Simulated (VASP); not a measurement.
# CO2 in VASP: settings compared

Aim: see how the results for CO2 move with the level of theory and the settings. Levels: PBE, RPBE. Tasks: single point.

All numbers are computed with VASP 6.6.1; they aren't measurements. Logs are shortened: lines on timing, memory, paths and dates and some standing lists are left out, and cuts for length are marked.

### 1 The cell of the first run

The cell holds a molecule in a box, 3 atoms: a = 12.000 Å, b = 12.500 Å, c = 13.000 Å, α = 90.00°, β = 90.00°, γ = 90.00°.

### 2 Single point, PBE

The input, INCAR:

```
PREC = Accurate ; ENCUT = 1000
EDIFF = 1E-6 ; ISMEAR = 0
SIGMA = 0.01 ; LREAL = False
LASPH = True ; NELM = 120
ALGO = Normal ; ISIF = 2
LWAVE = False ; LCHARG = True
GGA = PE ; LELF = True
LVHAR = True ; NBANDS = 15
GGA_COMPAT = False ; NELMDL = -8
```

The input, KPOINTS:

```
regular mesh
0
Gamma
  1 1 1
```

The input, POSCAR:

```
CO2
1.0
   12.0000000000      0.0000000000      0.0000000000
    0.0000000000     12.5000000000      0.0000000000
    0.0000000000      0.0000000000     13.0000000000
C O
1 2
Direct
    0.5000000000      0.5000000000      0.5000000000
    0.5000000000      0.5000000000      0.5900471973
    0.5000000000      0.5000000000      0.4099528027
```

Potentials or basis: VASP PAW PBE potentials, release 64 (C_h, O_h).

Run with:

```bash
$ cat potpaw_PBE.64/C_h/POTCAR potpaw_PBE.64/O_h/POTCAR > POTCAR
$ mpirun -np 1 vasp_gam > vasp.out
```

OUTCAR:

```text
PREC = Accurate
   ENCUT = 1000
   EDIFF = 1E-6
   ISMEAR = 0
   LREAL = False
   LASPH = True
   NELM = 120
   ISIF = 2
   GGA = PE
   NELMDL = -8

 ion  position               nearest neighbor table
   1  0.500  0.500  0.500-   2 1.17   3 1.17
   2  0.500  0.500  0.590-   1 1.17
   3  0.500  0.500  0.410-   1 1.17

  LATTYP: Found a simple orthorhombic cell.
 ALAT       =    12.0000000000
 B/A-ratio  =     1.0416666667
 C/A-ratio  =     1.0833333333

  Lattice vectors:

 A1 = (  12.0000000000,   0.0000000000,   0.0000000000)
 A2 = (   0.0000000000,  12.5000000000,   0.0000000000)
 A3 = (   0.0000000000,   0.0000000000,  13.0000000000)

Analysis of symmetry for initial positions (statically):
=====================================================================
 Subroutine PRICEL returns:
 Original cell was already a primitive cell.

 Routine SETGRP: Setting up the symmetry group for a
 simple orthorhombic supercell.

 Subroutine GETGRP returns: Found  8 space group operations
 (whereof  8 operations were pure point group operations)
 out of a pool of  8 trial point group operations.

The static configuration has the point symmetry D_2h.

Analysis of symmetry for dynamics (positions and initial velocities):
=====================================================================
 Subroutine PRICEL returns:
 Original cell was already a primitive cell.

 Routine SETGRP: Setting up the symmetry group for a
 simple orthorhombic supercell.

 Subroutine GETGRP returns: Found  8 space group operations
 (whereof  8 operations were pure point group operations)
 out of a pool of  8 trial point group operations.

The dynamic configuration has the point symmetry D_2h.

 Subroutine INISYM returns: Found  8 space group operations
 (whereof  8 operations are pure point group operations),
 and found     1 'primitive' translations

----------------------------------------------------------------------------------------

                                     Primitive cell

  volume of cell :    1950.0000

  direct lattice vectors                    reciprocal lattice vectors
    12.000000000  0.000000000  0.000000000     0.083333333  0.000000000  0.000000000
     0.000000000 12.500000000  0.000000000     0.000000000  0.080000000  0.000000000
     0.000000000  0.000000000 13.000000000     0.000000000  0.000000000  0.076923077

  length of vectors
    12.000000000 12.500000000 13.000000000     0.083333333  0.080000000  0.076923077

  position of ions in fractional coordinates (direct lattice)
     0.500000000  0.500000000  0.500000000
     0.500000000  0.500000000  0.590047197
     0.500000000  0.500000000  0.409952803

  ion indices of the primitive-cell ions
   primitive index   ion index
                 1           1
                 2           2
                 3           3

----------------------------------------------------------------------------------------

 KPOINTS: regular mesh

Automatic generation of k-mesh.
 Grid dimensions read from file:
 generate k-points for:    1    1    1

 Generating k-lattice:

  Cartesian coordinates                     Fractional coordinates (reciprocal lattice)
     0.083333333  0.000000000  0.000000000     1.000000000  0.000000000  0.000000000
     0.000000000  0.080000000  0.000000000     0.000000000  1.000000000  0.000000000
     0.000000000  0.000000000  0.076923077     0.000000000  0.000000000  1.000000000

  Length of vectors
     0.083333333  0.080000000  0.076923077

  Shift w.r.t. Gamma in fractional coordinates (k-lattice)
     0.000000000  0.000000000  0.000000000

 Subroutine IBZKPT returns following result:
 ===========================================

 Found      1 irreducible k-points:

 Following reciprocal coordinates:
            Coordinates               Weight
  0.000000  0.000000  0.000000      1.000000
   k-points           NKPTS =      1   k-points in BZ     NKDIM =      1   number of bands    NBANDS=     15
   number of dos      NEDOS =    301   number of ions     NIONS =      3
   total plane-waves  NPLWV = ******
   dimension x,y,z NGX =   126 NGY =  140 NGZ =  140
   dimension x,y,z NGXF=   252 NGYF=  280 NGZF=  280
   ions per type =               1   2
   NGX,Y,Z   is equivalent  to a cutoff of  17.46, 18.62, 17.90 a.u.
   NGXF,Y,Z  is equivalent  to a cutoff of  34.91, 37.24, 35.81 a.u.
 SYSTEM =  unknown system
   PREC   = accura    normal or accurate (medium, high low for compatibility)
   ISTART =      0    job   : 0-new  1-cont  2-samecut
   ICHARG =      2    charge: 1-file 2-atom 10-const
   ISPIN  =      1    spin polarized calculation?
   LNONCOLLINEAR =      F non collinear calculations
   LSORBIT =      F    spin-orbit coupling
   LASPH  =      T    aspherical Exc in radial PAW
   ENCUT  = 1000.0 eV  73.50 Ry    8.57 a.u.  30.94 32.23 33.52*2*pi/ulx,y,z
   NELM   =    120;   NELMIN=  2; NELMDL= -8     # of ELM steps
   EDIFF  = 0.1E-05   stopping-criterion for ELM
   LREAL  =      F    real-space projection
   EDIFFG = 0.1E-04   stopping-criterion for IOM
   NSW    =      0    number of steps for IOM
   IBRION =     -1    ionic relax: 0-MD 1-quasi-New 2-CG
   NFREE  =      0    steps in history (QN), initial steepest desc. (CG)
   ISIF   =      2    stress and relaxation
   ISYM   =      2    0-nonsym 1-usesym 2-fastsym
   POTIM  = 0.5000    time-step for ionic-motion
   TEBEG  =    0.0;   TEEND  =   0.0 temperature during run
   PSTRESS=    0.0 pullay stress
   NELECT =      16.0000    total number of electrons
   NUPDOWN=      -1.0000    fix difference up-down
   EMIN   =  10.00;   EMAX   =-10.00  energy-range for DOS
   EFERMI =   0.00;   METHOD = LEGACY
   ISMEAR =     0;   SIGMA  =   0.01  broadening in eV -4-tet -1-fermi 0-gaus
   EFERMI_NEDOS =   21; number of points for ismear=-14 and -15
   IALGO  =     38    algorithm
   IMIX   =      4    mixing-type and parameters
     AMIX     =   0.40;   BMIX     =  1.00
     AMIX_MAG =   1.60;   BMIX_MAG =  1.00
  volume/ion in A,a.u.               =     650.00      4386.42
  Fermi-wavevector in a.u.,A,eV,Ry     =   0.330195  0.623977  1.483422  0.109028
  Thomas-Fermi vector in A             =   1.225290
   LORBIT       =      0    0 simple, 1 ext, 2 COOP (PROOUT), +10 PAW based schemes
   GGA     = PE    functional components
   LHFCALC =     F    Hartree Fock is set to
   AEXX    =    0.0000 exact exchange contribution
   IVDW    =     0    specifies the selected vdW correction
   LEPSILON=     F    determine dielectric tensor
   LRPA    =     F    only Hartree local field effects (RPA)
 non-spin polarized calculation
 Gauss-broadening in eV      SIGMA  =   0.01
  energy-cutoff  :     1000.00
  volume of cell :     1950.00
 maximum number of plane-waves:     70048
 NGX is ok and might be reduce to   126
   NGX = 61   NGY = 65   NGZ = 67

 number of electron      15.9999999 magnetization

 Free energy of the ion-electron system (eV)
  ---------------------------------------------------
  ext. energy  EPLUGINS =         0.00000000
  ---------------------------------------------------
  free energy    TOTEN  =       -23.23176403 eV

  energy without entropy =      -23.23176403  energy(sigma->0) =      -23.23176403

 E-fermi :  -8.8274     XC(G=0):  -0.3933

 val. band max:       -8.9447813284   @ k =   0.0000   0.0000   0.0000
 cond. band min:      -0.8791780730   @ k =   0.0000   0.0000   0.0000
 fundamental gap:      8.0656032554
 Fermi energy:        -8.8274163905

 k-point     1 :       0.0000    0.0000    0.0000
  band No.  band energies     occupation
      1     -29.0000      2.00000
      2     -27.9939      2.00000
      3     -13.7098      2.00000
      4     -12.5495      2.00000
      5     -12.5404      2.00000
      6     -12.5404      2.00000
      7      -8.9448      2.00000
      8      -8.9448      2.00000
      9      -0.8792      0.00000
     10      -0.3561      0.00000
     11      -0.3560      0.00000
     12       0.3074      0.00000
     13       0.7385      0.00000
     14       0.7388      0.00000
     15       0.8007      0.00000

------------------------ aborting loop because EDIFF is reached ----------------------------------------

  FORCE on cell =-STRESS in cart. coord.  units (eV):
  Direction    XX          YY          ZZ          XY          YZ          ZX
  --------------------------------------------------------------------------------------
  -------------------------------------------------------------------------------------
  Total       -0.0113952     -0.0116457      0.0068712     -0.0000000      0.0000000      0.0000000
  in kB       -0.0093626     -0.0095685      0.0056456     -0.0000000      0.0000000      0.0000000
  external PRESSURE =      -0.0044285 kB  Pullay stress =       0.0000000 kB

 VOLUME and BASIS-vectors are now :
 -----------------------------------------------------------------------------
  energy-cutoff  :     1000.00
  volume of cell :     1950.00
      direct lattice vectors                 reciprocal lattice vectors
    12.000000000  0.000000000  0.000000000     0.083333333  0.000000000  0.000000000
     0.000000000 12.500000000  0.000000000     0.000000000  0.080000000  0.000000000
     0.000000000  0.000000000 13.000000000     0.000000000  0.000000000  0.076923077

 POSITION                                       TOTAL-FORCE (eV/Angst)
 -----------------------------------------------------------------------------------
      6.00000      6.25000      6.50000         0.000000      0.000000      0.000000
      6.00000      6.25000      7.67061         0.000000      0.000000      0.009393
      6.00000      6.25000      5.32939         0.000000     -0.000000     -0.009393
 -----------------------------------------------------------------------------------
    total drift:                                0.000000     -0.000000     -0.000000

  FREE ENERGIE OF THE ION-ELECTRON SYSTEM (eV)
  ---------------------------------------------------
  free  energy   TOTEN  =       -23.2317640329 eV

  energy  without entropy=      -23.2317640329  energy(sigma->0) =      -23.23176403
```

Wall time 6.1 min (1 thread of Intel Xeon Platinum 8488C (Sapphire Rapids), shared host); peak memory 3.2 GiB.

What came out:

| Quantity | Value |
| --- | --- |
| Free energy | -23.2318 eV |
| Largest force | 0.009 eV/Å |
| Gap between the frontier levels | 8.07 eV |

Forces on the atoms (eV/Å):
```
C    0.000  0.000  0.000
O    0.000  0.000  0.009
O    0.000  0.000 -0.009
```

### 3 Single point, RPBE

The input, INCAR:

```
SYSTEM = CO2
PREC = Accurate
ENCUT = 1000
EDIFF = 1E-6
ISMEAR = 0
SIGMA = 0.01
LREAL = .FALSE.
LASPH = .TRUE.
NELM = 120
ALGO = Normal
ISIF = 2
LWAVE = .FALSE.
LCHARG = .FALSE.
GGA = RP
NBANDS = 15
GGA_COMPAT = .FALSE.
NELMDL = -8
```

The input, KPOINTS:

```
Automatic mesh
0
G
  1 1 1
  0 0 0
```

POSCAR is that of step 2.

Potentials or basis: VASP PAW PBE potentials, release 64 (C_h, O_h).

Run with:

```bash
$ cat potpaw_PBE.64/C_h/POTCAR potpaw_PBE.64/O_h/POTCAR > POTCAR
$ mpirun -np 1 vasp_gam > vasp.out
```

Wall time 5.1 min (1 thread of Intel Xeon Platinum 8375C at 2.90GHz (Ice Lake), shared host); peak memory 3.2 GiB.

The run converged. Its results:

| Quantity | Value |
| --- | --- |
| Free energy | -22.5485 eV |
| Largest force | 0.425 eV/Å |
| Gap between the frontier levels | 7.94 eV |

Forces on the atoms (eV/Å):
```
C    0.000  0.000  0.000
O    0.000  0.000  0.425
O    0.000  0.000 -0.425
```

Levels at points of the mesh, in eV from the valence-band top:
| k point | band 4 | band 5 | band 6 | band 7 | band 8 | band 9 | band 10 | band 11 | band 12 | band 13 |
| --- | --- | --- | --- | --- | --- | --- | --- | --- | --- | --- |
| (0.00, 0.00, 0.00) | -3.62 | -3.58 | -3.58 | 0.00 | 0.00 | 7.94 | 8.62 | 8.62 | 9.19 | 9.56 |

Caveat: the PAW data sets were made with another functional, which shifts forces and pressure a little.
